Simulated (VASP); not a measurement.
# Ir (Fm-3m) in VASP: a series of runs

Ir is run at these levels: PBE; tasks: elastic constants.

All numbers are computed with VASP 6.6.1; they aren't measurements. Logs are shortened: lines on timing, memory, paths and dates and some standing lists are left out, and cuts for length are marked.

## (1) The cell of the first run

Symmetry: Fm-3m, No. 225, cubic system. The conventional cell has a = 3.845 Å, b = 3.845 Å, c = 3.845 Å, α = 90.00°, β = 90.00°, γ = 90.00°. Ir (site symmetry m-3m) has 12 Ir at 2.72 Å within 3.6 Å.

## (2) Elastic constants, PBE

INCAR reads:

```
ALGO = Normal
EDIFF = 1E-8
ENCUT = 600
GGA = PE
IBRION = 6
ISIF = 3
ISMEAR = -1
LASPH = True
LCHARG = False
LREAL = False
LWAVE = False
NELM = 80
NFREE = 2
NSW = 1
POTIM = 0.015
PREC = Accurate
SIGMA = 0.15
```

KPOINTS reads:

```
k-points
0
Gamma
  20 20 20
```

POSCAR reads:

```
Ir
1.0
    0.0000000000      1.9223023804      1.9223023804
    1.9223023804      0.0000000000      1.9223023804
    1.9223023804      1.9223023804      0.0000000000
Ir
1
Direct
    0.0000000000      0.0000000000      0.0000000000
```

Potentials or basis: VASP PAW PBE potentials, release 64 (Ir).

Started as:

```
> cat potpaw_PBE.64/Ir/POTCAR > POTCAR
> mpirun -np 1 vasp_std > vasp.out
```

OUTCAR:

```text
EDIFF = 1E-8
   ENCUT = 600
   GGA = PE
   IBRION = 6
   ISIF = 3
   ISMEAR = -1
   LASPH = True
   LREAL = False
   NELM = 80
   NFREE = 2
   NSW = 1
   POTIM = 0.015
   PREC = Accurate

 ion  position               nearest neighbor table
   1  0.000  0.000  0.000-

  LATTYP: Found a face centered cubic cell.
 ALAT       =     3.8446047608

  Lattice vectors:

 A1 = (   0.0000000000,   1.9223023804,   1.9223023804)
 A2 = (   1.9223023804,   0.0000000000,   1.9223023804)
 A3 = (   1.9223023804,   1.9223023804,   0.0000000000)

Analysis of symmetry for initial positions (statically):
=====================================================================
 Subroutine PRICEL returns:
 Original cell was already a primitive cell.

 Routine SETGRP: Setting up the symmetry group for a
 face centered cubic supercell.

 Subroutine GETGRP returns: Found 48 space group operations
 (whereof 48 operations were pure point group operations)
 out of a pool of 48 trial point group operations.

The static configuration has the point symmetry O_h .

Analysis of symmetry for dynamics (positions and initial velocities):
=====================================================================
 Subroutine PRICEL returns:
 Original cell was already a primitive cell.

 Routine SETGRP: Setting up the symmetry group for a
 face centered cubic supercell.

 Subroutine GETGRP returns: Found 48 space group operations
 (whereof 48 operations were pure point group operations)
 out of a pool of 48 trial point group operations.

The dynamic configuration has the point symmetry O_h .

 Subroutine INISYM returns: Found 48 space group operations
 (whereof 48 operations are pure point group operations),
 and found     1 'primitive' translations

----------------------------------------------------------------------------------------

                                     Primitive cell

  volume of cell :      14.2068

  direct lattice vectors                    reciprocal lattice vectors
     0.000000000  1.922302380  1.922302380    -0.260104760  0.260104760  0.260104760
     1.922302380  0.000000000  1.922302380     0.260104760 -0.260104760  0.260104760
     1.922302380  1.922302380  0.000000000     0.260104760  0.260104760 -0.260104760

  length of vectors
     2.718546097  2.718546097  2.718546097     0.450514660  0.450514660  0.450514660

  position of ions in fractional coordinates (direct lattice)
     0.000000000  0.000000000  0.000000000

  ion indices of the primitive-cell ions
   primitive index   ion index
                 1           1

----------------------------------------------------------------------------------------

 KPOINTS: k-points

Automatic generation of k-mesh.
 Grid dimensions read from file:
 generate k-points for:   20   20   20

 Generating k-lattice:

  Cartesian coordinates                     Fractional coordinates (reciprocal lattice)
    -0.013005238  0.013005238  0.013005238     0.050000000  0.000000000  0.000000000
     0.013005238 -0.013005238  0.013005238     0.000000000  0.050000000  0.000000000
     0.013005238  0.013005238 -0.013005238     0.000000000  0.000000000  0.050000000
[... 87 lines left out ...]
   LRPA    =     F    only Hartree local field effects (RPA)
 finite differences with symmetry
 non-spin polarized calculation
  energy-cutoff  :      600.00
  volume of cell :       14.21
 maximum number of plane-waves:       495
 NGX is ok and might be reduce to    24
   NGX = 11   NGY = 11   NGZ = 11

--------------------------------------- Ionic step        1  -------------------------------------------

 number of electron       9.0000000 magnetization

 Free energy of the ion-electron system (eV)
  ---------------------------------------------------
  ext. energy  EPLUGINS =         0.00000000
  ---------------------------------------------------
  free energy    TOTEN  =        -8.87751777 eV

  energy without entropy =       -8.80850912  energy(sigma->0) =       -8.84301345

------------------------ aborting loop because EDIFF is reached ----------------------------------------

  FORCE on cell =-STRESS in cart. coord.  units (eV):
  Direction    XX          YY          ZZ          XY          YZ          ZX
  --------------------------------------------------------------------------------------
  -------------------------------------------------------------------------------------
  Total        0.7727284      0.7727284      0.7727284      0.0000000      0.0000000      0.0000000
  in kB       87.1449708     87.1449708     87.1449708      0.0000000      0.0000000      0.0000000
  external PRESSURE =      87.1449708 kB  Pullay stress =       0.0000000 kB
[... 86 lines left out ...]
  FREE ENERGIE OF THE ION-ELECTRON SYSTEM (eV)
  ---------------------------------------------------
  free  energy   TOTEN  =        -8.8593954260 eV

  energy  without entropy=       -8.7923848945  energy(sigma->0) =       -8.82589016

[... ionic steps 4 to 12 ...]

--------------------------------------- Ionic step       13  -------------------------------------------

 number of electron       9.0000000 magnetization

------------------------ aborting loop because EDIFF is reached ----------------------------------------
[... 65 lines left out ...]
--------------------------------------- Ionic step       15  -------------------------------------------

 number of electron       9.0000000 magnetization

 Free energy of the ion-electron system (eV)
  ---------------------------------------------------
  ext. energy  EPLUGINS =         0.00000000
  ---------------------------------------------------
  free energy    TOTEN  =        -8.87751782 eV

  energy without entropy =       -8.80850924  energy(sigma->0) =       -8.84301353

 E-fermi :  10.2989     XC(G=0): -13.9629

 val. band max:       10.2934893911   @ k =  -0.4000   0.4500   0.0500
 cond. band min:      10.3178861476   @ k =   0.5000   0.4000   0.1000
 fundamental gap:      0.0243967564
 Fermi energy:        10.2989463300

 k-point     1 :       0.0000    0.0000    0.0000
  band No.  band energies     occupation
      1      -0.7406      2.00000
      2       6.4748      2.00000
      3       6.4748      2.00000
      4       6.4748      2.00000
      5       9.1448      1.99909
      6       9.1448      1.99909
      7      24.6683      0.00000
      8      30.2277      0.00000
[... 243 lines left out ...]
 k-point    24 :      -0.3500    0.0500    0.0000
  band No.  band energies     occupation
      1       2.3369      2.00000
      2       6.5357      2.00000
      3       6.6448      2.00000
      4       7.2952      2.00000
      5      10.1641      1.42141
      6      10.9426      0.02701
      7      20.5204      0.00000
      8      25.3985      0.00000

 [... further k-points ...]
[... 5 lines left out ...]
  --------------------------------------------------------------------------------------
  -------------------------------------------------------------------------------------
  Total        0.7726219      0.7726219      0.7726219      0.0000000      0.0000000      0.0000000
  in kB       87.1329679     87.1329679     87.1329679      0.0000000      0.0000000      0.0000000
  external PRESSURE =      87.1329679 kB  Pullay stress =       0.0000000 kB
[... 16 lines left out ...]
  FREE ENERGIE OF THE ION-ELECTRON SYSTEM (eV)
  ---------------------------------------------------
  free  energy   TOTEN  =        -8.8775178179 eV

  energy  without entropy=       -8.8085092448  energy(sigma->0) =       -8.84301353

 INTERNAL STRAIN TENSORS FROM STRAINED CELLS
 ============================================

 INTERNAL STRAIN TENSOR FOR ION    1 for displacements in x,y,z  (eV/Angst):
          X           Y           Z          XY          YZ          ZX
  --------------------------------------------------------------------------------
  x    -0.00000    -0.00000     0.00000     0.00000     0.00000    -0.00000
  y     0.00000     0.00000     0.00000     0.00000    -0.00000     0.00000
  z    -0.00000     0.00000    -0.00000     0.00000    -0.00000     0.00000

 INTERNAL STRAIN TENSORS FROM DISPLACED ATOMS
 ============================================

 INTERNAL STRAIN TENSOR FOR ION    1 for displacements in x,y,z  (eV/Angst):
          X           Y           Z          XY          YZ          ZX
  --------------------------------------------------------------------------------
  x     0.00000     0.00000     0.00000     0.00000     0.00000     0.00000
  y     0.00000     0.00000     0.00000     0.00000     0.00000     0.00000
  z     0.00000     0.00000     0.00000     0.00000     0.00000     0.00000

 Eigenvectors and eigenvalues of the dynamical matrix
 ----------------------------------------------------

   1 f  =    0.000000 THz     0.000000 2PiTHz    0.000000 cm-1     0.000000 meV
             X         Y         Z           dx          dy          dz
      0.000000  0.000000  0.000000     0.877262   -0.480011    0.000000

   2 f  =    0.000000 THz     0.000000 2PiTHz    0.000000 cm-1     0.000000 meV
             X         Y         Z           dx          dy          dz
      0.000000  0.000000  0.000000    -0.480011   -0.877262    0.000000

   3 f  =    0.000000 THz     0.000000 2PiTHz    0.000000 cm-1     0.000000 meV
             X         Y         Z           dx          dy          dz
      0.000000  0.000000  0.000000     0.000000    0.000000    1.000000

--------------------------------------------------------------------------------------------------------

 ELASTIC MODULI CONTR FROM IONIC RELAXATION (kBar)
 Direction    XX          YY          ZZ          XY          YZ          ZX
 --------------------------------------------------------------------------------
 XX           0.0000      0.0000      0.0000      0.0000      0.0000      0.0000
 YY           0.0000      0.0000      0.0000      0.0000      0.0000      0.0000
 ZZ           0.0000      0.0000      0.0000      0.0000      0.0000      0.0000
 XY           0.0000      0.0000      0.0000      0.0000      0.0000      0.0000
 YZ           0.0000      0.0000      0.0000      0.0000      0.0000      0.0000
 ZX           0.0000      0.0000      0.0000      0.0000      0.0000      0.0000
 --------------------------------------------------------------------------------

 TOTAL ELASTIC MODULI (kBar)
 Direction    XX          YY          ZZ          XY          YZ          ZX
 --------------------------------------------------------------------------------
 XX        6276.7303   2575.9473   2575.9473      0.0000     -0.0000     -0.0000
 YY        2575.9473   6276.7303   2575.9473      0.0000     -0.0000     -0.0000
 ZZ        2575.9473   2575.9473   6276.7303      0.0000      0.0000      0.0000
 XY           0.0000      0.0000      0.0000   2760.7588      0.0000      0.0000
 YZ          -0.0000     -0.0000      0.0000      0.0000   2760.7588      0.0000
 ZX          -0.0000     -0.0000      0.0000      0.0000      0.0000   2760.7588
 --------------------------------------------------------------------------------
```

It took 15 min on 1 thread of Intel Xeon Platinum 8488C (Sapphire Rapids), shared host; peak memory 0.61 GiB.

What came out:

```
Elastic constants C11, C12, C44 : 628, 258, 276 GPa
Voigt bulk modulus              : 381 GPa
```

Elastic tensor in Voigt notation (GPa, in the Cartesian axes of the cell as first typed):
```
628 258 258   0   0   0
258 628 258   0   0   0
258 258 628   0   0   0
  0   0   0 276   0   0
  0   0   0   0 276   0
  0   0   0   0   0 276
```

Clamped-ion elastic tensor (GPa):
```
628 258 258   0   0   0
258 628 258   0   0   0
258 258 628   0   0   0
  0   0   0 276   0   0
  0   0   0   0 276   0
  0   0   0   0   0 276
```

Caveat: the cell is under stress, which shifts elastic constants; spin-orbit coupling is left out, which moves the levels of the heavy elements.

## (3) Elastic constants, PBE

This run uses another cell than the first one, of 14.40 Å³/atom, 1.014 times its volume.

INCAR reads:

```
ALGO     = Normal         # electronic algorithm
EDIFF    = 1E-8           # SCF threshold, eV
ENCUT    = 600            # plane-wave cutoff, eV
GGA      = PE             # functional
IBRION   = 6              # ionic algorithm
ISIF     = 3              # what is computed and relaxed
ISMEAR   = -1             # smearing method
LASPH    = T              # aspherical terms in the spheres
LCHARG   = F              # write CHGCAR
LREAL    = F              # projectors in reciprocal space
LWAVE    = F              # write WAVECAR
NELM     = 100            # most SCF steps
NFREE    = 2            
NSW      = 1              # ionic steps
POTIM    = 0.015          # step
PREC     = Accurate       # precision mode
SIGMA    = 0.15           # smearing width, eV
```

KPOINTS is that of step 2.

POSCAR reads:

```
Ir
1.0
    0.0000000000      1.9309603768      1.9309603768
    1.9309603768      0.0000000000      1.9309603768
    1.9309603768      1.9309603768      0.0000000000
Ir
1
Direct
    0.0000000000      0.0000000000      0.0000000000
```

Potentials or basis: VASP PAW PBE potentials, release 64 (Ir).

Started as:

```
> cat potpaw_PBE.64/Ir/POTCAR > POTCAR
> mpirun -np 1 vasp_std > vasp.out
```

It took 14 min on 1 thread of Intel Xeon Platinum 8488C (Sapphire Rapids), shared host; peak memory 0.65 GiB.

The run converged. Its results:

```yaml
Elastic_constants_C11_C12_C44: 597, 242, 261 GPa
Voigt_bulk_modulus: 360 GPa
```

Elastic tensor in Voigt notation (GPa, in the Cartesian axes of the cell as first typed):
```
597 242 242   0   0   0
242 597 242   0   0   0
242 242 597   0   0   0
  0   0   0 261   0   0
  0   0   0   0 261   0
  0   0   0   0   0 261
```

Clamped-ion elastic tensor (GPa):
```
597 242 242   0   0   0
242 597 242   0   0   0
242 242 597   0   0   0
  0   0   0 261   0   0
  0   0   0   0 261   0
  0   0   0   0   0 261
```

Caveat: the cell is under stress, which shifts elastic constants; spin-orbit coupling is left out, which moves the levels of the heavy elements.
